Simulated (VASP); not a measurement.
# BaTiO3 (Amm2) in VASP: further runs

The runs below take BaTiO3 through electric field gradients, with PBEsol.

All numbers are computed with VASP 6.6.1; they aren't measurements. Logs are shortened: lines on timing, memory, paths and dates and some standing lists are left out, and cuts for length are marked.

### 1 The cell of the first run

Symmetry: Amm2, No. 38, orthorhombic system. Conventional cell: a = 3.984 Å, b = 5.674 Å, c = 5.635 Å, α = 90.00°, β = 90.00°, γ = 90.00°. Ba (site symmetry mm2) has 12 O at 2.77 to 2.86 Å and 8 Ti at 3.41 to 3.49 Å within 3.7 Å. Ti (site symmetry mm2) has 6 O at 1.94 to 2.06 Å within 2.6 Å. O (site symmetry mm2) has 2 Ti at 1.99 Å within 2.6 Å. O (site symmetry m) has 2 Ti at 1.94 to 2.06 Å within 2.6 Å.

### 2 Electric field gradients, PBEsol (zz strain of -1 %)

The input, INCAR:

```
ALGO = Normal
EDIFF = 1E-8
ENCUT = 520
GGA = PS
ISIF = 2
ISMEAR = -1
LASPH = T
LCHARG = F
LEFG = T
LREAL = F
LWAVE = F
NBANDS = 28
NELM = 100
PREC = Accurate
SIGMA = 0.05
```

The input, KPOINTS:

```
k-points
0
Gamma
  8 8 8
```

The input, POSCAR:

```
BaTiO3
1.0
    3.9841000000      0.0000000000      0.0000000000
    0.0000000000      2.8370500000      2.8173420000
    0.0000000000     -2.8370500000      2.8173420000
Ba Ti O
1 1 3
Direct
    0.0000000000      0.0000000000      0.0000000000
    0.5000000000      0.5079000000      0.5079000000
    0.0000000000      0.4921000000      0.4921000000
    0.5000000000      0.5025100000      0.9937100000
    0.5000000000      0.9937100000      0.5025100000
```

Potentials or basis: VASP PAW PBE potentials, release 64 (Ba_sv, Ti_sv, O).

The run is started by

```
$ cat potpaw_PBE.64/Ba_sv/POTCAR potpaw_PBE.64/Ti_sv/POTCAR potpaw_PBE.64/O/POTCAR > POTCAR
$ mpirun -np 1 vasp_std > vasp.out
```

OUTCAR:

```text
EDIFF = 1E-8
   ENCUT = 520
   GGA = PS
   ISIF = 2
   ISMEAR = -1
   LASPH = T
   LREAL = F
   NELM = 100
   PREC = Accurate

 ion  position               nearest neighbor table
   1  0.000  0.000  0.000-   3 2.77   4 2.82   5 2.82   4 2.82   5 2.82   4 2.83   5 2.83   5 2.83
                             4 2.83   3 2.84   3 2.84   3 2.86   2 3.41   2 3.41   2 3.47   2 3.47
   2  0.500  0.508  0.508-   4 1.94   5 1.94   3 1.99   3 1.99   5 2.06   4 2.06   1 3.41   1 3.41
                             1 3.47   1 3.47   1 3.47   1 3.47   1 3.49   1 3.49
   3  0.000  0.492  0.492-   2 1.99   2 1.99   1 2.77   1 2.84   1 2.84   1 2.86
   4  0.500  0.503  0.994-   2 1.94   2 2.06   1 2.82   1 2.82   1 2.83   1 2.83
   5  0.500  0.994  0.503-   2 1.94   2 2.06   1 2.82   1 2.82   1 2.83   1 2.83

  LATTYP: Found a base centered orthorhombic cell.
 ALAT       =     5.6346840000
 B/A-ratio  =     1.0069952459
 C/A-ratio  =     0.7070671576

  Lattice vectors:

 A1 = (   0.0000000000,   2.8370500000,   2.8173420000)
 A2 = (   0.0000000000,  -2.8370500000,   2.8173420000)
 A3 = (   3.9841000000,   0.0000000000,   0.0000000000)

Analysis of symmetry for initial positions (statically):
=====================================================================
 Subroutine PRICEL returns:
 Original cell was already a primitive cell.

 Routine SETGRP: Setting up the symmetry group for a
 base centered orthorhombic supercell.

 Subroutine GETGRP returns: Found  4 space group operations
 (whereof  4 operations were pure point group operations)
 out of a pool of  8 trial point group operations.

The static configuration has the point symmetry C_2v.

Analysis of symmetry for dynamics (positions and initial velocities):
=====================================================================
 Subroutine PRICEL returns:
 Original cell was already a primitive cell.

 Routine SETGRP: Setting up the symmetry group for a
 base centered orthorhombic supercell.

 Subroutine GETGRP returns: Found  4 space group operations
 (whereof  4 operations were pure point group operations)
 out of a pool of  8 trial point group operations.

The dynamic configuration has the point symmetry C_2v.

 Subroutine INISYM returns: Found  4 space group operations
 (whereof  4 operations are pure point group operations),
 and found     1 'primitive' translations

----------------------------------------------------------------------------------------

                                     Primitive cell

  volume of cell :      63.6893

  direct lattice vectors                    reciprocal lattice vectors
     3.984100000  0.000000000  0.000000000     0.250997716  0.000000000  0.000000000
     0.000000000  2.837050000  2.817342000     0.000000000  0.176239404  0.177472242
     0.000000000 -2.837050000  2.817342000     0.000000000 -0.176239404  0.177472242

  length of vectors
     3.984100000  3.998283213  3.998283213     0.250997716  0.250113422  0.250113422

  position of ions in fractional coordinates (direct lattice)
     0.000000000  0.000000000  0.000000000
     0.500000000  0.507900000  0.507900000
     0.000000000  0.492100000  0.492100000
     0.500000000  0.502510000  0.993710000
     0.500000000  0.993710000  0.502510000

  ion indices of the primitive-cell ions
   primitive index   ion index
                 1           1
                 2           2
                 3           3
                 4           4
                 5           5

----------------------------------------------------------------------------------------

 KPOINTS: k-points

Automatic generation of k-mesh.
 Grid dimensions read from file:
 generate k-points for:    8    8    8

 Generating k-lattice:

  Cartesian coordinates                     Fractional coordinates (reciprocal lattice)
     0.031374714  0.000000000  0.000000000     0.125000000  0.000000000  0.000000000
     0.000000000  0.022029925  0.022184030     0.000000000  0.125000000  0.000000000
     0.000000000 -0.022029925  0.022184030     0.000000000  0.000000000  0.125000000

  Length of vectors
     0.031374714  0.031264178  0.031264178

  Shift w.r.t. Gamma in fractional coordinates (k-lattice)
     0.000000000  0.000000000  0.000000000

 Subroutine IBZKPT returns following result:
 ===========================================

 Found    105 irreducible k-points:

 Following reciprocal coordinates:
            Coordinates               Weight
  0.000000  0.000000  0.000000      1.000000
  0.125000  0.000000  0.000000      2.000000
  0.250000  0.000000  0.000000      2.000000
  0.375000  0.000000  0.000000      2.000000
  0.500000  0.000000  0.000000      1.000000
  0.000000  0.125000  0.000000      4.000000
[... 16 lines left out ...]
  0.250000  0.500000  0.000000      4.000000
  0.375000  0.500000  0.000000      4.000000
 [... further k-points ...]
   k-points           NKPTS =    105   k-points in BZ     NKDIM =    105   number of bands    NBANDS=     28
   number of dos      NEDOS =    301   number of ions     NIONS =      5
   total plane-waves  NPLWV =  27000
   dimension x,y,z NGX =    30 NGY =   30 NGZ =   30
   dimension x,y,z NGXF=    60 NGYF=   60 NGZF=   60
   ions per type =               1   1   3
   NGX,Y,Z   is equivalent  to a cutoff of  12.52, 12.47, 12.47 a.u.
   NGXF,Y,Z  is equivalent  to a cutoff of  25.04, 24.95, 24.95 a.u.
 SYSTEM =  unknown system
   PREC   = accura    normal or accurate (medium, high low for compatibility)
   ISTART =      0    job   : 0-new  1-cont  2-samecut
   ICHARG =      2    charge: 1-file 2-atom 10-const
   ISPIN  =      1    spin polarized calculation?
   LNONCOLLINEAR =      F non collinear calculations
   LSORBIT =      F    spin-orbit coupling
   LASPH  =      T    aspherical Exc in radial PAW
   ENCUT  =  520.0 eV  38.22 Ry    6.18 a.u.   7.41  7.43  7.43*2*pi/ulx,y,z
   NELM   =    100;   NELMIN=  2; NELMDL= -5     # of ELM steps
   EDIFF  = 0.1E-07   stopping-criterion for ELM
   LREAL  =      F    real-space projection
   EDIFFG = 0.1E-06   stopping-criterion for IOM
   NSW    =      0    number of steps for IOM
   IBRION =     -1    ionic relax: 0-MD 1-quasi-New 2-CG
   NFREE  =      0    steps in history (QN), initial steepest desc. (CG)
   ISIF   =      2    stress and relaxation
   ISYM   =      2    0-nonsym 1-usesym 2-fastsym
   POTIM  = 0.5000    time-step for ionic-motion
   TEBEG  =    0.0;   TEEND  =   0.0 temperature during run
   PSTRESS=    0.0 pullay stress
   NELECT =      40.0000    total number of electrons
   NUPDOWN=      -1.0000    fix difference up-down
   EMIN   =  10.00;   EMAX   =-10.00  energy-range for DOS
   EFERMI =   0.00;   METHOD = LEGACY
   ISMEAR =    -1;   SIGMA  =   0.05  broadening in eV -4-tet -1-fermi 0-gaus
   EFERMI_NEDOS =   21; number of points for ismear=-14 and -15
   IALGO  =     38    algorithm
   IMIX   =      4    mixing-type and parameters
     AMIX     =   0.40;   BMIX     =  1.00
     AMIX_MAG =   1.60;   BMIX_MAG =  1.00
  volume/ion in A,a.u.               =      12.74        85.96
  Fermi-wavevector in a.u.,A,eV,Ry     =   1.401972  2.649342 26.742585  1.965525
  Thomas-Fermi vector in A             =   2.524780
   LORBIT       =      0    0 simple, 1 ext, 2 COOP (PROOUT), +10 PAW based schemes
   GGA     = PS    functional components
   LHFCALC =     F    Hartree Fock is set to
   AEXX    =    0.0000 exact exchange contribution
   IVDW    =     0    specifies the selected vdW correction
   LEPSILON=     F    determine dielectric tensor
   LRPA    =     F    only Hartree local field effects (RPA)
 non-spin polarized calculation
  energy-cutoff  :      520.00
  volume of cell :       63.69
 maximum number of plane-waves:      1743
 NGX is ok and might be reduce to    30
   NGX = 15   NGY = 15   NGZ = 15

 number of electron      39.9999996 magnetization

 Free energy of the ion-electron system (eV)
  ---------------------------------------------------
  ext. energy  EPLUGINS =         0.00000000
  ---------------------------------------------------
  free energy    TOTEN  =       -41.98272405 eV

  energy without entropy =      -41.98272405  energy(sigma->0) =      -41.98272405

 E-fermi :   4.6534     XC(G=0): -11.5510

 val. band max:        3.7488313878   @ k =   0.5000   0.5000   0.5000
 cond. band min:       5.5240327683   @ k =   0.0000   0.0000   0.0000
 fundamental gap:      1.7752013805
 Fermi energy:         4.6534017585

 k-point     1 :       0.0000    0.0000    0.0000
  band No.  band energies     occupation
      1     -52.5599      2.00000
      2     -28.8987      2.00000
      3     -28.8928      2.00000
      4     -28.8882      2.00000
      5     -21.0060      2.00000
      6     -13.0872      2.00000
[... 20 lines left out ...]
     27       8.6832      0.00000
     28      10.9921      0.00000

 k-point     2 :       0.1250    0.0000    0.0000
  band No.  band energies     occupation
      1     -52.5597      2.00000
      2     -28.8985      2.00000
      3     -28.8966      2.00000
      4     -28.8924      2.00000
      5     -20.9875      2.00000
      6     -13.0966      2.00000
[... 20 lines left out ...]
     27       8.9895      0.00000
     28      11.3764      0.00000

 k-point     3 :       0.2500    0.0000    0.0000
  band No.  band energies     occupation
      1     -52.5593      2.00000
      2     -28.9169      2.00000
      3     -28.8975      2.00000
      4     -28.8917      2.00000
      5     -20.9421      2.00000
      6     -13.1688      2.00000
[... 20 lines left out ...]
     27       9.7995      0.00000
     28      12.0905      0.00000

 k-point     4 :       0.3750    0.0000    0.0000
  band No.  band energies     occupation
      1     -52.5589      2.00000
      2     -28.9370      2.00000
      3     -28.8968      2.00000
      4     -28.8909      2.00000
      5     -20.8957      2.00000
      6     -13.2842      2.00000
[... 578 lines left out ...]
     27      11.5633      0.00000
     28      12.1598      0.00000

 k-point    23 :       0.2500    0.5000    0.0000
  band No.  band energies     occupation
      1     -52.5582      2.00000
      2     -28.9490      2.00000
      3     -28.9139      2.00000
      4     -28.8923      2.00000
      5     -20.8383      2.00000
      6     -13.0676      2.00000
[... 20 lines left out ...]
     27      12.3238      0.00000
     28      12.4317      0.00000

 k-point    24 :       0.3750    0.5000    0.0000
  band No.  band energies     occupation
      1     -52.5578      2.00000
      2     -28.9477      2.00000
      3     -28.9335      2.00000
      4     -28.8916      2.00000
      5     -20.8088      2.00000
      6     -12.8418      2.00000
[... 20 lines left out ...]
     27      11.7603      0.00000
     28      13.3715      0.00000

 [... further k-points ...]
[... 5 lines left out ...]
  --------------------------------------------------------------------------------------
  -------------------------------------------------------------------------------------
  Total       -0.3139411     -0.6906126      0.0123217      0.0000000      0.0000000      0.0000000
  in kB       -7.8975428    -17.3731399      0.3099662      0.0000000      0.0000000      0.0000000
  external PRESSURE =      -8.3202388 kB  Pullay stress =       0.0000000 kB

 VOLUME and BASIS-vectors are now :
 -----------------------------------------------------------------------------
  energy-cutoff  :      520.00
  volume of cell :       63.69
      direct lattice vectors                 reciprocal lattice vectors
     3.984100000  0.000000000  0.000000000     0.250997716  0.000000000  0.000000000
     0.000000000  2.837050000  2.817342000     0.000000000  0.176239404  0.177472242
     0.000000000 -2.837050000  2.817342000     0.000000000 -0.176239404  0.177472242

 POSITION                                       TOTAL-FORCE (eV/Angst)
 -----------------------------------------------------------------------------------
      0.00000      0.00000      0.00000         0.000000      0.000000      0.082619
      1.99205      0.00000      2.86186         0.000000      0.000000      0.143767
      0.00000      0.00000      2.77283         0.000000      0.000000      0.108518
      1.99205     -1.39356      4.21536         0.000000     -0.003538     -0.167452
      1.99205      1.39356      4.21536         0.000000      0.003538     -0.167452
 -----------------------------------------------------------------------------------
    total drift:                                0.000000     -0.000000     -0.000086

  FREE ENERGIE OF THE ION-ELECTRON SYSTEM (eV)
  ---------------------------------------------------
  free  energy   TOTEN  =       -41.9827240530 eV

  energy  without entropy=      -41.9827240518  energy(sigma->0) =      -41.98272405

 Electric field gradients (V/A^2)
---------------------------------------------------------------------
 ion       V_xx      V_yy      V_zz      V_xy      V_xz      V_yz
---------------------------------------------------------------------
   1       1.446     4.780    -6.226    -0.000     0.000     0.000
   2      -1.511    -0.954     2.465     0.000    -0.000    -0.000
   3      22.887   -11.100   -11.788    -0.000     0.000    -0.000
   4     -10.515     6.073     4.442     0.000     0.000   -15.935
   5     -10.515     6.073     4.442    -0.000    -0.000    15.935
---------------------------------------------------------------------

 Electric field gradients after diagonalization (V/A^2)
 (convention: |V_zz| > |V_xx| > |V_yy|)
----------------------------------------------------------------------
 ion       V_xx      V_yy      V_zz     asymmetry (V_yy - V_xx)/ V_zz
----------------------------------------------------------------------
   1       4.780     1.446    -6.226       0.535
   2      -1.511    -0.954     2.465       0.226
   3     -11.788   -11.100    22.887       0.030
   4     -10.698   -10.515    21.214       0.009
   5     -10.698   -10.515    21.214       0.009
----------------------------------------------------------------------

           NMR quadrupolar parameters

 Cq : quadrupolar parameter    Cq=e*Q*V_zz/h
 eta: asymmetry parameters     (V_yy - V_xx)/ V_zz
 Q  : nuclear electric quadrupole moment in mb (millibarn)
----------------------------------------------------------------------
 ion       Cq(MHz)       eta       Q (mb)
----------------------------------------------------------------------
   1      -0.015       0.535       1.000
   2       0.006       0.226       1.000
   3       0.055       0.030       1.000
   4       0.051       0.009       1.000
   5       0.051       0.009       1.000
----------------------------------------------------------------------
```

It took 2.1 min on 1 thread of Intel Xeon Platinum 8488C (Sapphire Rapids), shared host; peak memory 0.3 GiB.

Results:

| Quantity | Value |
| --- | --- |
| Free energy | -41.9827 eV |
| Pressure | -0.8 GPa |
| Largest force | 0.167 eV/Å |
| Band gap on the k mesh | 1.78 eV, indirect (least direct gap 1.95 eV) |

Forces in eV/Å, atoms in the order of the input:
```
Ba   0.000  0.000  0.083
Ti   0.000  0.000  0.144
O    0.000  0.000  0.109
O    0.000 -0.004 -0.167
O    0.000  0.004 -0.167
```

Levels at points of the mesh, in eV from the valence-band top:
```csv
k point,band 17,band 18,band 19,band 20,band 21,band 22,band 23,band 24
"(0.00, 0.00, 0.00)",-1.14,-0.24,-0.20,-0.17,1.78,1.80,1.84,4.04
"(0.50, 0.00, 0.00)",-1.88,-1.80,-0.80,-0.75,1.96,3.53,3.58,4.04
"(0.00, 0.50, 0.00)",-1.88,-1.79,-0.78,-0.74,1.97,3.55,3.56,4.06
"(0.50, 0.50, 0.00)",-1.74,-0.89,-0.89,-0.10,3.56,3.57,3.97,4.85
"(0.00, 0.50, 0.50)",-1.72,-0.89,-0.88,-0.12,3.56,3.57,3.96,4.90
"(0.50, 0.50, 0.50)",-2.40,-0.03,-0.02,0.00,4.21,4.24,4.25,6.59
```

Electric field gradients, principal values (V/Å²):
```csv
atom,least,middle,greatest (by size)
1 Ba,1.446,4.780,-6.226
2 Ti,-0.954,-1.511,2.465
3 O,-11.100,-11.788,22.887
4 O,-10.515,-10.698,21.214
5 O,-10.515,-10.698,21.214
```

Caveat: the cell differs from its parent crystal (zz strain of -1 %); without QUAD_EFG the Cq values of the log hold for a quadrupole moment of 1 mb, not for the nuclei; the PAW data sets were made with another functional, which shifts forces and pressure a little; spin-orbit coupling is left out, which moves the levels of the heavy elements.

(Part 1 of 2 ends here.)
